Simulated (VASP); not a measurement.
# SiO2 (P2_13) in VASP: further runs

SiO2 is run at these levels: PBE; tasks: electric field gradients.

Everything below comes from runs of VASP 6.6.1. Logs are shortened: lines on timing, memory, paths and dates and some standing lists are left out, and cuts for length are marked.

**1. The cell of the first run**

Symmetry: P2_13, No. 198, cubic system. Conventional cell: a = 7.160 Å, b = 7.160 Å, c = 7.160 Å, α = 90.00°, β = 90.00°, γ = 90.00°. Within 2.1 Å of Si (site symmetry 3) lie 4 O at 1.61 to 1.62 Å. Within 2.1 Å of Si (site symmetry 3) lie 4 O at 1.61 to 1.62 Å. Within 2.1 Å of O (site symmetry 3) lie 2 Si at 1.61 Å. O (site symmetry 1) has 2 Si at 1.62 Å within 2.2 Å.

**2. Electric field gradients, PBE**

The input, INCAR:

```
SYSTEM = SiO2
  PREC = Accurate
  ENCUT = 520
  EDIFF = 1E-8
  ISMEAR = -1
  SIGMA = 0.025
  LREAL = .FALSE.
  LASPH = .TRUE.
  NELM = 120
  ALGO = Normal
  ISIF = 2
  LWAVE = .FALSE.
  LCHARG = .FALSE.
  GGA = PE
  LEFG = .TRUE.
  NBANDS = 82
  GGA_COMPAT = .FALSE.
```

The input, KPOINTS:

```
Automatic mesh
0
G
  4 4 4
  0 0 0
```

The input, POSCAR:

```
SiO2
1.0
    7.1600000000      0.0000000000      0.0000000000
    0.0000000000      7.1600000000      0.0000000000
    0.0000000000      0.0000000000      7.1600000000
Si O
8 16
Direct
    0.2807082848      0.2807082848      0.2807082848
    0.2192917152      0.7192917152      0.7807082848
    0.7807082848      0.2192917152      0.7192917152
    0.7192917152      0.7807082848      0.2192917152
    1.0205837200      1.0205837200      1.0205837200
    0.4794162800     -0.0205837200      0.5205837200
    0.5205837200      0.4794162800     -0.0205837200
   -0.0205837200      0.5205837200      0.4794162800
    0.1505389601      0.1505389601      0.1505389601
    0.3494610399      0.8494610399      0.6505389601
    0.6505389601      0.3494610399      0.8494610399
    0.8494610399      0.6505389601      0.3494610399
    0.6398190174      0.6615813758      0.0434329310
    0.8601809826      0.3384186242      0.5434329310
    0.1398190174      0.8384186242      0.9565670690
    0.3601809826      0.1615813758      0.4565670690
    0.0434329310      0.6398190174      0.6615813758
    0.5434329310      0.8601809826      0.3384186242
    0.9565670690      0.1398190174      0.8384186242
    0.4565670690      0.3601809826      0.1615813758
    0.6615813758      0.0434329310      0.6398190174
    0.3384186242      0.5434329310      0.8601809826
    0.8384186242      0.9565670690      0.1398190174
    0.1615813758      0.4565670690      0.3601809826
```

Potentials or basis: VASP PAW PBE potentials, release 64 (Si, O).

The run is started by

```
$ cat potpaw_PBE.64/Si/POTCAR potpaw_PBE.64/O/POTCAR > POTCAR
$ mpirun -np 1 vasp_std > vasp.out
```

OUTCAR:

```text
SYSTEM = SiO2
   PREC = Accurate
   ENCUT = 520
   EDIFF = 1E-8
   ISMEAR = -1
   LREAL = .FALSE.
   LASPH = .TRUE.
   NELM = 120
   ISIF = 2
   GGA = PE

 ion  position               nearest neighbor table
   1  0.281  0.281  0.281-   9 1.61  16 1.62  20 1.62  24 1.62   7 3.10   8 3.10   6 3.10
   2  0.219  0.719  0.781-  10 1.61  15 1.62  17 1.62  22 1.62   7 3.10   8 3.10   5 3.10
   3  0.781  0.219  0.719-  11 1.61  14 1.62  19 1.62  21 1.62   6 3.10   8 3.10   5 3.10
   4  0.719  0.781  0.219-  12 1.61  13 1.62  18 1.62  23 1.62   6 3.10   7 3.10   5 3.10
   5  0.021  0.021  0.021-   9 1.61  15 1.62  19 1.62  23 1.62   3 3.10   4 3.10   2 3.10
   6  0.479  0.979  0.521-  10 1.61  16 1.62  18 1.62  21 1.62   3 3.10   4 3.10   1 3.10
   7  0.521  0.479  0.979-  11 1.61  13 1.62  20 1.62  22 1.62   2 3.10   4 3.10   1 3.10
   8  0.979  0.521  0.479-  12 1.61  14 1.62  17 1.62  24 1.62   2 3.10   3 3.10   1 3.10
   9  0.151  0.151  0.151-   5 1.61   1 1.61
  10  0.349  0.849  0.651-   6 1.61   2 1.61
  11  0.651  0.349  0.849-   7 1.61   3 1.61
  12  0.849  0.651  0.349-   8 1.61   4 1.61
  13  0.640  0.662  0.043-   4 1.62   7 1.62
  14  0.860  0.338  0.543-   3 1.62   8 1.62
[... 8 lines left out ...]
  23  0.838  0.957  0.140-   4 1.62   5 1.62
  24  0.162  0.457  0.360-   1 1.62   8 1.62

  LATTYP: Found a simple cubic cell.
 ALAT       =     7.1600000000

  Lattice vectors:

 A1 = (   7.1600000000,   0.0000000000,   0.0000000000)
 A2 = (   0.0000000000,   7.1600000000,   0.0000000000)
 A3 = (   0.0000000000,   0.0000000000,   7.1600000000)

Analysis of symmetry for initial positions (statically):
=====================================================================
 Subroutine PRICEL returns:
 Original cell was already a primitive cell.

 Routine SETGRP: Setting up the symmetry group for a
 simple cubic supercell.

 Subroutine GETGRP returns: Found 12 space group operations
 (whereof  3 operations were pure point group operations)
 out of a pool of 48 trial point group operations.

The static configuration has the point symmetry C_3 .
 The point group associated with its full space group is T   .

Analysis of symmetry for dynamics (positions and initial velocities):
=====================================================================
 Subroutine PRICEL returns:
 Original cell was already a primitive cell.

 Routine SETGRP: Setting up the symmetry group for a
 simple cubic supercell.

 Subroutine GETGRP returns: Found 12 space group operations
 (whereof  3 operations were pure point group operations)
 out of a pool of 48 trial point group operations.

The dynamic configuration has the point symmetry C_3 .
 The point group associated with its full space group is T   .

 Subroutine INISYM returns: Found 12 space group operations
 (whereof  3 operations are pure point group operations),
 and found     1 'primitive' translations

----------------------------------------------------------------------------------------

                                     Primitive cell

  volume of cell :     367.0617

  direct lattice vectors                    reciprocal lattice vectors
     7.160000000  0.000000000  0.000000000     0.139664804  0.000000000  0.000000000
     0.000000000  7.160000000  0.000000000     0.000000000  0.139664804  0.000000000
     0.000000000  0.000000000  7.160000000     0.000000000  0.000000000  0.139664804

  length of vectors
     7.160000000  7.160000000  7.160000000     0.139664804  0.139664804  0.139664804

  position of ions in fractional coordinates (direct lattice)
     0.280708285  0.280708285  0.280708285
     0.219291715  0.719291715  0.780708285
     0.780708285  0.219291715  0.719291715
     0.719291715  0.780708285  0.219291715
     0.020583720  0.020583720  0.020583720
     0.479416280  0.979416280  0.520583720
[... 16 lines left out ...]
     0.838418624  0.956567069  0.139819017
     0.161581376  0.456567069  0.360180983

  ion indices of the primitive-cell ions
   primitive index   ion index
                 1           1
                 2           2
[... 86 lines left out ...]
   ISIF   =      2    stress and relaxation
   ISYM   =      2    0-nonsym 1-usesym 2-fastsym
   POTIM  = 0.5000    time-step for ionic-motion
   TEBEG  =    0.0;   TEEND  =   0.0 temperature during run
   PSTRESS=    0.0 pullay stress
   NELECT =     128.0000    total number of electrons
   NUPDOWN=      -1.0000    fix difference up-down
   EMIN   =  10.00;   EMAX   =-10.00  energy-range for DOS
   EFERMI =   0.00;   METHOD = LEGACY
   ISMEAR =    -1;   SIGMA  =   0.03  broadening in eV -4-tet -1-fermi 0-gaus
   EFERMI_NEDOS =   21; number of points for ismear=-14 and -15
   IALGO  =     38    algorithm
   IMIX   =      4    mixing-type and parameters
     AMIX     =   0.40;   BMIX     =  1.00
     AMIX_MAG =   1.60;   BMIX_MAG =  1.00
  volume/ion in A,a.u.               =      15.29       103.21
  Fermi-wavevector in a.u.,A,eV,Ry     =   1.152299  2.177529 18.065716  1.327793
  Thomas-Fermi vector in A             =   2.288951
   LORBIT       =      0    0 simple, 1 ext, 2 COOP (PROOUT), +10 PAW based schemes
   GGA     = PE    functional components
   LHFCALC =     F    Hartree Fock is set to
   AEXX    =    0.0000 exact exchange contribution
   IVDW    =     0    specifies the selected vdW correction
   LEPSILON=     F    determine dielectric tensor
   LRPA    =     F    only Hartree local field effects (RPA)
 non-spin polarized calculation
  energy-cutoff  :      520.00
  volume of cell :      367.06
 maximum number of plane-waves:      9952
 NGX is ok and might be reduce to    54
   NGX = 27   NGY = 27   NGZ = 27

 number of electron     128.0000007 magnetization

 Free energy of the ion-electron system (eV)
  ---------------------------------------------------
  ext. energy  EPLUGINS =         0.00000000
  ---------------------------------------------------
  free energy    TOTEN  =      -189.82020711 eV

  energy without entropy =     -189.82020711  energy(sigma->0) =     -189.82020711

 E-fermi :   0.1677     XC(G=0):  -8.0824

 val. band max:       -0.4341017865   @ k =   0.5000   0.5000   0.5000
 cond. band min:       5.2453826510   @ k =   0.0000   0.0000   0.0000
 fundamental gap:      5.6794844374
 Fermi energy:         0.1677448010

 k-point     1 :       0.0000    0.0000    0.0000
  band No.  band energies     occupation
      1     -19.6363      2.00000
      2     -18.7611      2.00000
      3     -18.7611      2.00000
      4     -18.7611      2.00000
      5     -18.7473      2.00000
      6     -18.7473      2.00000
[... 858 lines left out ...]
     75       8.8374      0.00000
     76       8.8374      0.00000
 [bands above 76 left out]

------------------------ aborting loop because EDIFF is reached ----------------------------------------

  FORCE on cell =-STRESS in cart. coord.  units (eV):
  Direction    XX          YY          ZZ          XY          YZ          ZX
  --------------------------------------------------------------------------------------
  -------------------------------------------------------------------------------------
  Total        1.9938318      1.9938318      1.9938318     -0.0000000      0.0000000      0.0000000
  in kB        8.7028205      8.7028205      8.7028205     -0.0000000      0.0000000      0.0000000
  external PRESSURE =       8.7028205 kB  Pullay stress =       0.0000000 kB

 VOLUME and BASIS-vectors are now :
 -----------------------------------------------------------------------------
  energy-cutoff  :      520.00
  volume of cell :      367.06
      direct lattice vectors                 reciprocal lattice vectors
     7.160000000  0.000000000  0.000000000     0.139664804  0.000000000  0.000000000
     0.000000000  7.160000000  0.000000000     0.000000000  0.139664804  0.000000000
     0.000000000  0.000000000  7.160000000     0.000000000  0.000000000  0.139664804

 POSITION                                       TOTAL-FORCE (eV/Angst)
 -----------------------------------------------------------------------------------
      2.00987      2.00987      2.00987         0.008803      0.008803      0.008803
      1.57013      5.15013      5.58987        -0.008803     -0.008803      0.008803
      5.58987      1.57013      5.15013         0.008803     -0.008803     -0.008803
      5.15013      5.58987      1.57013        -0.008803      0.008803     -0.008803
      0.14738      0.14738      0.14738         0.006251      0.006251      0.006251
      3.43262      7.01262      3.72738        -0.006251     -0.006251      0.006251
[... 16 lines left out ...]
      6.00308      6.84902      1.00110        -0.010313      0.014467      0.001539
      1.15692      3.26902      2.57890         0.010313      0.014467     -0.001539
 -----------------------------------------------------------------------------------
    total drift:                                0.000000      0.000001     -0.000000

  FREE ENERGIE OF THE ION-ELECTRON SYSTEM (eV)
  ---------------------------------------------------
  free  energy   TOTEN  =      -189.8202071058 eV

  energy  without entropy=     -189.8202071058  energy(sigma->0) =     -189.82020711

 Electric field gradients (V/A^2)
---------------------------------------------------------------------
 ion       V_xx      V_yy      V_zz      V_xy      V_xz      V_yz
---------------------------------------------------------------------
   1       0.000    -0.000     0.000     2.048     2.048     2.048
   2      -0.000    -0.000     0.000     2.048    -2.048    -2.048
   3       0.000    -0.000     0.000    -2.048    -2.048     2.048
   4       0.000    -0.000    -0.000    -2.048     2.048    -2.048
   5      -0.000    -0.000     0.000    -0.866    -0.866    -0.866
   6       0.000    -0.000     0.000    -0.866     0.866     0.866
[... 16 lines left out ...]
  23      19.890     2.463   -22.352    49.903   -49.320   -33.818
  24      19.890     2.463   -22.352   -49.903   -49.320    33.818
---------------------------------------------------------------------

 Electric field gradients after diagonalization (V/A^2)
 (convention: |V_zz| > |V_xx| > |V_yy|)
----------------------------------------------------------------------
 ion       V_xx      V_yy      V_zz     asymmetry (V_yy - V_xx)/ V_zz
----------------------------------------------------------------------
   1      -2.048    -2.048     4.096       0.000
   2      -2.048    -2.048     4.096       0.000
   3      -2.048    -2.048     4.096       0.000
   4      -2.048    -2.048     4.096       0.000
   5       0.866     0.866    -1.733       0.000
   6       0.866     0.866    -1.733       0.000
[... 16 lines left out ...]
  23     -54.908   -37.784    92.691       0.185
  24     -54.908   -37.784    92.691       0.185
----------------------------------------------------------------------

           NMR quadrupolar parameters

 Cq : quadrupolar parameter    Cq=e*Q*V_zz/h
 eta: asymmetry parameters     (V_yy - V_xx)/ V_zz
 Q  : nuclear electric quadrupole moment in mb (millibarn)
----------------------------------------------------------------------
 ion       Cq(MHz)       eta       Q (mb)
----------------------------------------------------------------------
   1       0.010       0.000       1.000
   2       0.010       0.000       1.000
   3       0.010       0.000       1.000
   4       0.010       0.000       1.000
   5      -0.004       0.000       1.000
   6      -0.004       0.000       1.000
[... 16 lines left out ...]
  23       0.224       0.185       1.000
  24       0.224       0.185       1.000
----------------------------------------------------------------------
```

Run time: 17 min. Hardware: 1 thread of Intel Xeon 8259CL, shared host; peak memory 0.53 GiB.

Results:

```
Free energy                             : -189.8202 eV
Pressure                                : 0.9 GPa
Largest force                           : 0.018 eV/Å
Band gap on the k mesh                  : 5.68 eV
Largest electric field gradient by atom : Si +4.1, -1.7 (each value once); O +101.0, +92.7 (each value once) V/Å²
```

Forces on the atoms (eV/Å):
```
Si   0.009  0.009  0.009
Si  -0.009 -0.009  0.009
Si   0.009 -0.009 -0.009
Si  -0.009  0.009 -0.009
Si   0.006  0.006  0.006
Si  -0.006 -0.006  0.006
Si   0.006 -0.006 -0.006
Si  -0.006  0.006 -0.006
O    0.004  0.004  0.004
O   -0.004 -0.004  0.004
O    0.004 -0.004 -0.004
O   -0.004  0.004 -0.004
O    0.002  0.010 -0.014
O   -0.002 -0.010 -0.014
O    0.002 -0.010  0.014
O   -0.002  0.010  0.014
O   -0.014  0.002  0.010
O   -0.014 -0.002 -0.010
O    0.014  0.002 -0.010
O    0.014 -0.002  0.010
O    0.010 -0.014  0.002
O   -0.010 -0.014 -0.002
O   -0.010  0.014  0.002
O    0.010  0.014 -0.002
```

Electric field gradients, principal values (V/Å²):
| atom | least | middle | greatest (by size) |
| --- | --- | --- | --- |
| 1 Si | -2.048 | -2.048 | 4.096 |
| 2 Si | -2.048 | -2.048 | 4.096 |
| 3 Si | -2.048 | -2.048 | 4.096 |
| 4 Si | -2.048 | -2.048 | 4.096 |
| 5 Si | 0.866 | 0.866 | -1.733 |
| 6 Si | 0.866 | 0.866 | -1.733 |
| 7 Si | 0.866 | 0.866 | -1.733 |
| 8 Si | 0.866 | 0.866 | -1.733 |
| 9 O | -50.501 | -50.501 | 101.001 |
| 10 O | -50.501 | -50.501 | 101.001 |
| 11 O | -50.501 | -50.501 | 101.001 |
| 12 O | -50.501 | -50.501 | 101.001 |
| 13 O | -37.784 | -54.908 | 92.691 |
| 14 O | -37.784 | -54.908 | 92.691 |
| 15 O | -37.784 | -54.908 | 92.691 |
| 16 O | -37.784 | -54.908 | 92.691 |
| 17 O | -37.784 | -54.908 | 92.691 |
| 18 O | -37.784 | -54.908 | 92.691 |
| 19 O | -37.784 | -54.908 | 92.691 |
| 20 O | -37.784 | -54.908 | 92.691 |
| 21 O | -37.784 | -54.908 | 92.691 |
| 22 O | -37.784 | -54.908 | 92.691 |
| 23 O | -37.784 | -54.908 | 92.691 |
| 24 O | -37.784 | -54.908 | 92.691 |

Caveat: without QUAD_EFG the Cq values of the log hold for a quadrupole moment of 1 mb, not for the nuclei.

(Continued in part 2 of 2.)
